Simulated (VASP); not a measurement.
# La2Zr2O (P6/mmm) in VASP: further runs

Runs on La2Zr2O. Level: PBE. Tasks: relaxation of cell and atoms, single point.

Program: VASP 6.6.1. These are calculated values, not measurements. Logs are shortened: lines on timing, memory, paths and dates and some standing lists are left out, and cuts for length are marked.

## (1) The cell of the first run

Symmetry: P6/mmm, No. 191, hexagonal system. The conventional cell has a = 5.188 Å, b = 5.188 Å, c = 6.520 Å, α = 90.00°, β = 90.00°, γ = 120.00°. La (site symmetry -6m2) has 3 La at 3.00 Å and 3 O at 3.00 Å and 6 Zr at 3.60 Å within 3.9 Å. Within 2.6 Å of Zr (site symmetry 6mm) lie 1 O at 2.00 Å and 1 Zr at 2.53 Å. Within 2.6 Å of O (site symmetry 6/mmm) lie 2 Zr at 2.00 Å.

## (2) Relaxation of cell and atoms, PBE

INCAR

```
ALGO = Normal ; EDIFF = 1E-6
EDIFFG = -0.01 ; ENCUT = 600
GGA = PE ; IBRION = 2
ISIF = 3 ; ISMEAR = 0
LASPH = True ; LCHARG = False
LREAL = False ; LWAVE = False
NELM = 100 ; NSW = 100
PREC = Accurate ; SIGMA = 0.1
```

KPOINTS

```
k-points
0
Gamma
  12 12 6
```

POSCAR

```
La2Zr2O
1.0
    5.1876736520      0.0000000000      0.0000000000
   -2.5938368260      4.4926571692      0.0000000000
    0.0000000000      0.0000000000      6.5200875492
La Zr O
2 2 1
Direct
    0.3333333333      0.6666666667      0.5000000000
    0.6666666667      0.3333333333      0.5000000000
    0.0000000000      0.0000000000      0.8062083894
    0.0000000000      0.0000000000      0.1937916106
    0.0000000000      0.0000000000      0.5000000000
```

Potentials or basis: VASP PAW PBE potentials, release 64 (La, Zr_sv, O).

Launch:

```console
cat potpaw_PBE.64/La/POTCAR potpaw_PBE.64/Zr_sv/POTCAR potpaw_PBE.64/O/POTCAR > POTCAR
mpirun -np 1 vasp_std > vasp.out
```

OUTCAR:

```text
EDIFF = 1E-6
   EDIFFG = -0.01
   ENCUT = 600
   GGA = PE
   IBRION = 2
   ISIF = 3
   ISMEAR = 0
   LASPH = True
   LREAL = False
   NELM = 100
   NSW = 100
   PREC = Accurate

 ion  position               nearest neighbor table
   1  0.333  0.667  0.500-   2 3.00   2 3.00   2 3.00   4 3.60   3 3.60   4 3.60   3 3.60   4 3.60
                             3 3.60
   2  0.667  0.333  0.500-   1 3.00   1 3.00   1 3.00   4 3.60   3 3.60   3 3.60   4 3.60   3 3.60
                             4 3.60
   3  0.000  0.000  0.806-   5 2.00   4 2.53   1 3.60   2 3.60   2 3.60   1 3.60   2 3.60   1 3.60

   4  0.000  0.000  0.194-   5 2.00   3 2.53   1 3.60   2 3.60   2 3.60   1 3.60   2 3.60   1 3.60

   5  0.000  0.000  0.500-   3 2.00   4 2.00

  LATTYP: Found a hexagonal cell.
 ALAT       =     5.1876736520
 C/A-ratio  =     1.2568422739

  Lattice vectors:

 A1 = (   5.1876736520,   0.0000000000,   0.0000000000)
 A2 = (  -2.5938368260,   4.4926571692,   0.0000000000)
 A3 = (   0.0000000000,   0.0000000000,   6.5200875492)

Analysis of symmetry for initial positions (statically):
=====================================================================
 Subroutine PRICEL returns:
 Original cell was already a primitive cell.

 Routine SETGRP: Setting up the symmetry group for a
 hexagonal supercell.

 Subroutine GETGRP returns: Found 24 space group operations
 (whereof 24 operations were pure point group operations)
 out of a pool of 24 trial point group operations.

The static configuration has the point symmetry D_6h.

Analysis of symmetry for dynamics (positions and initial velocities):
=====================================================================
 Subroutine PRICEL returns:
 Original cell was already a primitive cell.

 Routine SETGRP: Setting up the symmetry group for a
 hexagonal supercell.

 Subroutine GETGRP returns: Found 24 space group operations
 (whereof 24 operations were pure point group operations)
 out of a pool of 24 trial point group operations.

The dynamic configuration has the point symmetry D_6h.

 Subroutine INISYM returns: Found 24 space group operations
 (whereof 24 operations are pure point group operations),
 and found     1 'primitive' translations

----------------------------------------------------------------------------------------

                                     Primitive cell

  volume of cell :     151.9600

  direct lattice vectors                    reciprocal lattice vectors
     5.187673652  0.000000000  0.000000000     0.192764632  0.111292712  0.000000000
    -2.593836826  4.492657169  0.000000000     0.000000000  0.222585424  0.000000000
     0.000000000  0.000000000  6.520087549     0.000000000  0.000000000  0.153372174

  length of vectors
     5.187673652  5.187673652  6.520087549     0.222585424  0.222585424  0.153372174

  position of ions in fractional coordinates (direct lattice)
     0.333333333  0.666666667  0.500000000
     0.666666667  0.333333333  0.500000000
     0.000000000  0.000000000  0.806208389
     0.000000000  0.000000000  0.193791611
     0.000000000  0.000000000  0.500000000

  ion indices of the primitive-cell ions
   primitive index   ion index
                 1           1
                 2           2
                 3           3
                 4           4
                 5           5

----------------------------------------------------------------------------------------

 KPOINTS: k-points

Automatic generation of k-mesh.
 Grid dimensions read from file:
 generate k-points for:   12   12    6

 Generating k-lattice:

  Cartesian coordinates                     Fractional coordinates (reciprocal lattice)
     0.016063719  0.009274393  0.000000000     0.083333333  0.000000000  0.000000000
     0.000000000  0.018548785  0.000000000     0.000000000  0.083333333  0.000000000
     0.000000000  0.000000000  0.025562029     0.000000000  0.000000000  0.166666667

  Length of vectors
     0.018548785  0.018548785  0.025562029

  Shift w.r.t. Gamma in fractional coordinates (k-lattice)
     0.000000000  0.000000000  0.000000000

 Subroutine IBZKPT returns following result:
 ===========================================

 Found     76 irreducible k-points:

 Following reciprocal coordinates:
            Coordinates               Weight
  0.000000  0.000000  0.000000      1.000000
  0.083333 -0.000000  0.000000      6.000000
  0.166667 -0.000000  0.000000      6.000000
  0.250000 -0.000000  0.000000      6.000000
  0.333333 -0.000000  0.000000      6.000000
  0.416667 -0.000000  0.000000      6.000000
[... 16 lines left out ...]
  0.250000 -0.000000  0.166667     12.000000
  0.333333 -0.000000  0.166667     12.000000
 [... further k-points ...]
   k-points           NKPTS =     76   k-points in BZ     NKDIM =     76   number of bands    NBANDS=     31
   number of dos      NEDOS =    301   number of ions     NIONS =      5
   total plane-waves  NPLWV =  95256
   dimension x,y,z NGX =    42 NGY =   42 NGZ =   54
   dimension x,y,z NGXF=    84 NGYF=   84 NGZF=  108
   ions per type =               2   2   1
   NGX,Y,Z   is equivalent  to a cutoff of  13.46, 13.46, 13.77 a.u.
   NGXF,Y,Z  is equivalent  to a cutoff of  26.92, 26.92, 27.54 a.u.
 SYSTEM =  unknown system
   PREC   = accura    normal or accurate (medium, high low for compatibility)
   ISTART =      0    job   : 0-new  1-cont  2-samecut
   ICHARG =      2    charge: 1-file 2-atom 10-const
   ISPIN  =      1    spin polarized calculation?
   LNONCOLLINEAR =      F non collinear calculations
   LSORBIT =      F    spin-orbit coupling
   LASPH  =      T    aspherical Exc in radial PAW
   ENCUT  =  600.0 eV  44.10 Ry    6.64 a.u.  10.36 10.36 13.02*2*pi/ulx,y,z
   NELM   =    100;   NELMIN=  2; NELMDL= -5     # of ELM steps
   EDIFF  = 0.1E-05   stopping-criterion for ELM
   LREAL  =      F    real-space projection
   EDIFFG = -.1E-01   stopping-criterion for IOM
   NSW    =    100    number of steps for IOM
   IBRION =      2    ionic relax: 0-MD 1-quasi-New 2-CG
   NFREE  =      1    steps in history (QN), initial steepest desc. (CG)
   ISIF   =      3    stress and relaxation
   ISYM   =      2    0-nonsym 1-usesym 2-fastsym
   POTIM  = 0.5000    time-step for ionic-motion
   TEBEG  =    0.0;   TEEND  =   0.0 temperature during run
   PSTRESS=    0.0 pullay stress
   NELECT =      52.0000    total number of electrons
   NUPDOWN=      -1.0000    fix difference up-down
   EMIN   =  10.00;   EMAX   =-10.00  energy-range for DOS
   EFERMI =   0.00;   METHOD = LEGACY
   ISMEAR =     0;   SIGMA  =   0.10  broadening in eV -4-tet -1-fermi 0-gaus
   EFERMI_NEDOS =   21; number of points for ismear=-14 and -15
   IALGO  =     38    algorithm
   IMIX   =      4    mixing-type and parameters
     AMIX     =   0.40;   BMIX     =  1.00
     AMIX_MAG =   1.60;   BMIX_MAG =  1.00
  volume/ion in A,a.u.               =      30.39       205.10
  Fermi-wavevector in a.u.,A,eV,Ry     =   1.145072  2.163872 17.839824  1.311190
  Thomas-Fermi vector in A             =   2.281762
   LORBIT       =      0    0 simple, 1 ext, 2 COOP (PROOUT), +10 PAW based schemes
   GGA     = PE    functional components
   LHFCALC =     F    Hartree Fock is set to
   AEXX    =    0.0000 exact exchange contribution
   IVDW    =     0    specifies the selected vdW correction
   LEPSILON=     F    determine dielectric tensor
   LRPA    =     F    only Hartree local field effects (RPA)
 conjugate gradient relaxation of ions
 non-spin polarized calculation
 Gauss-broadening in eV      SIGMA  =   0.10
  energy-cutoff  :      600.00
  volume of cell :      151.96
 maximum number of plane-waves:      5097
 NGX is ok and might be reduce to    42
   NGX = 21   NGY = 21   NGZ = 27

--------------------------------------- Ionic step        1  -------------------------------------------

 number of electron      52.0000000 magnetization

 Free energy of the ion-electron system (eV)
  ---------------------------------------------------
  ext. energy  EPLUGINS =         0.00000000
  ---------------------------------------------------
  free energy    TOTEN  =       -29.96006539 eV

  energy without entropy =      -29.91938140  energy(sigma->0) =      -29.93972340

------------------------ aborting loop because EDIFF is reached ----------------------------------------

  FORCE on cell =-STRESS in cart. coord.  units (eV):
  Direction    XX          YY          ZZ          XY          YZ          ZX
  --------------------------------------------------------------------------------------
  -------------------------------------------------------------------------------------
  Total       -0.0309224     -0.0309224      0.2213944      0.0000000      0.0000000      0.0000000
  in kB       -0.3260274     -0.3260274      2.3342523      0.0000000      0.0000000      0.0000000
  external PRESSURE =       0.5607325 kB  Pullay stress =       0.0000000 kB

 VOLUME and BASIS-vectors are now :
 -----------------------------------------------------------------------------
  energy-cutoff  :      600.00
  volume of cell :      151.96
      direct lattice vectors                 reciprocal lattice vectors
     5.187673652  0.000000000  0.000000000     0.192764632  0.111292712  0.000000000
    -2.593836826  4.492657169  0.000000000     0.000000000  0.222585424  0.000000000
     0.000000000  0.000000000  6.520087549     0.000000000  0.000000000  0.153372174
[... 79 lines left out ...]
 POSITION                                       TOTAL-FORCE (eV/Angst)
 -----------------------------------------------------------------------------------
     -0.00000      2.99459      3.26407        -0.000000     -0.000000      0.000000
      2.59339      1.49729      3.26407         0.000000     -0.000000     -0.000000
     -0.00000      0.00000      5.26346         0.000000      0.000000     -0.015695
     -0.00000      0.00000      1.26467         0.000000     -0.000000      0.015695
      0.00000      0.00000      3.26407         0.000000     -0.000000      0.000000
 -----------------------------------------------------------------------------------
    total drift:                               -0.000000     -0.000000     -0.000000

  FREE ENERGIE OF THE ION-ELECTRON SYSTEM (eV)
  ---------------------------------------------------
  free  energy   TOTEN  =       -29.9602153682 eV

  energy  without entropy=      -29.9193852706  energy(sigma->0) =      -29.93980032

--------------------------------------- Ionic step        4  -------------------------------------------

 number of electron      52.0000000 magnetization

 Free energy of the ion-electron system (eV)
  ---------------------------------------------------
  ext. energy  EPLUGINS =         0.00000000
  ---------------------------------------------------
  free energy    TOTEN  =       -29.96027252 eV

  energy without entropy =      -29.91943254  energy(sigma->0) =      -29.93985253

 E-fermi :   6.2291     XC(G=0):  -9.2236

 val. band max:        6.2142896360   @ k =   0.3333   0.0833   0.1667
 cond. band min:       6.2318485107   @ k =   0.4167  -0.0000   0.5000
 fundamental gap:      0.0175588747
 Fermi energy:         6.2290961381

 k-point     1 :       0.0000    0.0000    0.0000
  band No.  band energies     occupation
      1     -43.2321      2.00000
      2     -42.9361      2.00000
      3     -27.0267      2.00000
      4     -26.0571      2.00000
      5     -22.4403      2.00000
      6     -21.2202      2.00000
[... 805 lines left out ...]
     30       6.9068      0.00000
     31       7.2327      0.00000

 [... further k-points ...]
[... 5 lines left out ...]
  --------------------------------------------------------------------------------------
  -------------------------------------------------------------------------------------
  Total       -0.0286104     -0.0286104      0.0019025      0.0000000     -0.0000000      0.0000000
  in kB       -0.3016298     -0.3016298      0.0200571      0.0000000     -0.0000000      0.0000000
  external PRESSURE =      -0.1944009 kB  Pullay stress =       0.0000000 kB

 VOLUME and BASIS-vectors are now :
 -----------------------------------------------------------------------------
  energy-cutoff  :      600.00
  volume of cell :      151.97
      direct lattice vectors                 reciprocal lattice vectors
     5.183926362  0.000000000  0.000000000     0.192903975  0.111373162  0.000000000
    -2.591963181  4.489411921 -0.000000000     0.000000000  0.222746323  0.000000000
     0.000000000 -0.000000000  6.529980683     0.000000000  0.000000000  0.153139810

 POSITION                                       TOTAL-FORCE (eV/Angst)
 -----------------------------------------------------------------------------------
     -0.00000      2.99294      3.26499         0.000000      0.000000     -0.000000
      2.59196      1.49647      3.26499        -0.000000     -0.000000      0.000000
      0.00000     -0.00000      5.26437         0.000000      0.000000     -0.008083
     -2.59196      4.48941      1.26561         0.000000     -0.000000      0.008083
     -2.59196      4.48941      3.26499         0.000000     -0.000000      0.000000
 -----------------------------------------------------------------------------------
    total drift:                               -0.000000      0.000000     -0.000000

  FREE ENERGIE OF THE ION-ELECTRON SYSTEM (eV)
  ---------------------------------------------------
  free  energy   TOTEN  =       -29.9602725209 eV

  energy  without entropy=      -29.9194325417  energy(sigma->0) =      -29.93985253

 reached required accuracy - stopping structural energy minimisation
```

It took 27 min on 1 thread of Intel Xeon Platinum 8259CL at 2.50GHz (Skylake/Cascade Lake), shared host; peak memory 0.67 GiB.

What came out:

```yaml
Free_energy: -29.9603 eV
Energy_gained_by_relaxing: 0.0 meV/atom
Ionic_steps: 4
Pressure_after_relaxing: 0.0 GPa
Largest_force_after_relaxing: 0.008 eV/Å
Band_gap_on_the_k_mesh: zero (band 26 reaches 6.46 eV, above the bottom of band 27 at 5.96 eV)
```

Forces on the atoms (eV/Å):
```
La   0.000  0.000  0.000
La   0.000  0.000  0.000
Zr   0.000  0.000 -0.008
Zr   0.000  0.000  0.008
O    0.000  0.000  0.000
```

The path:
```
step  energy change (eV)  largest force (eV/Å)  pressure (GPa)  volume (Å³)
   1              0.0000                0.0151            0.06       151.96
   2             -0.0001                0.0371           -0.12       152.19
   3             -0.0001                0.0157           -0.04       152.10
   4             -0.0002                0.0081           -0.02       151.97
```

Final structure:
```
CELL_PARAMETERS angstrom
5.18393 0.00000 0.00000
-2.59196 4.48941 0.00000
0.00000 0.00000 6.52998
ATOMIC_POSITIONS crystal
La 0.33333 0.66667 0.50000
La 0.66667 0.33333 0.50000
Zr 0.00000 0.00000 0.80619
Zr 0.00000 0.00000 0.19381
O 0.00000 0.00000 0.50000
```

Levels at points of the mesh, in eV from the Fermi level:
| k point | band 22 | band 23 | band 24 | band 25 | band 26 | band 27 | band 28 | band 29 | band 30 | band 31 |
| --- | --- | --- | --- | --- | --- | --- | --- | --- | --- | --- |
| (0.00, 0.00, 0.00) | -0.96 | -0.96 | 0.13 | 0.13 | 0.23 | 0.29 | 0.30 | 0.30 | 0.56 | 0.56 |
| (0.50, 0.00, 0.00) | -1.25 | -1.00 | -0.97 | -0.87 | 0.20 | 0.40 | 0.45 | 0.55 | 0.71 | 0.74 |
| (0.00, 0.00, 0.50) | -1.62 | -1.31 | -1.31 | -0.88 | -0.88 | 0.47 | 0.98 | 0.98 | 1.29 | 1.57 |
| (0.50, 0.00, 0.50) | -1.40 | -1.16 | -1.03 | -0.10 | -0.06 | 0.24 | 0.40 | 0.44 | 0.51 | 0.66 |

Caveat: spin-orbit coupling is left out, which moves the levels of the heavy elements.

## (3) Single point, PBE

INCAR

```
PREC     = Accurate       # precision mode
ENCUT    = 520            # plane-wave cutoff, eV
EDIFF    = 1E-6           # SCF threshold, eV
ISMEAR   = 0              # smearing method
SIGMA    = 0.1            # smearing width, eV
LREAL    = F              # projectors in reciprocal space
LASPH    = T              # aspherical terms in the spheres
NELM     = 100            # most SCF steps
ALGO     = Normal         # electronic algorithm
ISIF     = 2              # what is computed and relaxed
LWAVE    = F              # write WAVECAR
LCHARG   = F              # write CHGCAR
GGA      = PE             # functional
NBANDS   = 34             # bands
```

KPOINTS

```
regular mesh
0
Gamma
  12 12 6
```

POSCAR

```
La2Zr2O
1.0
    5.1912080699      0.0000000000      0.0000000000
   -2.5956040349      4.4957180648      0.0000000000
    0.0000000000      0.0000000000      6.5194849973
La Zr O
2 2 1
Direct
    0.3333333333      0.6666666667      0.5000000000
    0.6666666667      0.3333333333      0.5000000000
    0.0000000000      0.0000000000      0.8063015683
    0.0000000000      0.0000000000      0.1936984317
    0.0000000000      0.0000000000      0.5000000000
```

Potentials or basis: VASP PAW PBE potentials, release 64 (La, Zr_sv, O).

Launch:

```console
cat potpaw_PBE.64/La/POTCAR potpaw_PBE.64/Zr_sv/POTCAR potpaw_PBE.64/O/POTCAR > POTCAR
mpirun -np 1 vasp_std > vasp.out
```

Wall time 20 min (1 thread of Intel Xeon Platinum 8259CL at 2.50GHz (Skylake/Cascade Lake), shared host); peak memory 0.55 GiB.

Results (log left out):

```yaml
Free_energy: -29.9571 eV
Pressure: 0.0 GPa
Largest_force: 0.005 eV/Å
Band_gap_on_the_k_mesh: zero (band 26 reaches 6.44 eV, above the bottom of band 27 at 5.96 eV)
```

Forces in eV/Å, atoms in the order of the input:
```
La   0.000  0.000  0.000
La   0.000  0.000  0.000
Zr   0.000  0.000  0.005
Zr   0.000  0.000 -0.005
O    0.000  0.000  0.000
```

Stress tensor (GPa, compression positive):
```
-0.06  0.00  0.00
 0.00 -0.06  0.00
 0.00  0.00  0.19
```

Levels at points of the mesh, in eV from the Fermi level:
```csv
k point,band 22,band 23,band 24,band 25,band 26,band 27,band 28,band 29,band 30,band 31
"(0.00, 0.00, 0.00)",-0.95,-0.95,0.13,0.13,0.22,0.30,0.30,0.30,0.57,0.57
"(0.50, 0.00, 0.00)",-1.25,-0.98,-0.96,-0.87,0.20,0.40,0.44,0.56,0.72,0.76
"(0.00, 0.00, 0.50)",-1.61,-1.31,-1.31,-0.88,-0.88,0.47,0.99,0.99,1.29,1.57
"(0.50, 0.00, 0.50)",-1.40,-1.16,-1.03,-0.11,-0.05,0.24,0.40,0.43,0.50,0.67
```

Caveat: spin-orbit coupling is left out, which moves the levels of the heavy elements.
